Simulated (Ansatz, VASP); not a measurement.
# H in VASP and in Ansatz

```
H
1.0
    -1.99810    1.99810    1.96964
     1.99810   -1.99810    1.96964
     1.99810    1.99810   -1.96964
H
2
Cartesian
  0.0000 0.0000 3.6158
  0.0000 0.0000 0.3234
```

Alike in both runs: task single point; functional PBE; k mesh 10 × 10 × 10; occupations gaussian, width 0.05 eV; no spin polarisation.

|  | VASP | Ansatz |
| --- | --- | --- |
| version | VASP 6.6.1 | Ansatz 0.2.0 |
| potentials or method | VASP PAW PBE potentials, release 64 (H), cutoff 520 eV | scalar-relativistic, plane waves, PAW |
| valence electrons in the cell | 2 | 2 |

```csv
,VASP,Ansatz,Ansatz less VASP
gap on the k mesh at the Fermi level (eV),10.25,10.25,0.000
least direct gap on the mesh (eV),10.64,10.64,+0.001
pressure (GPa),5.4,5.5,+0.12
"traceless stress, the component that is largest in VASP (GPa)",11.21,11.14,-0.067
rms of the force components (eV/Å),2.946,2.923,-0.0235
```

Atom by atom the forces differ by 0.023 eV/Å (rms over components).
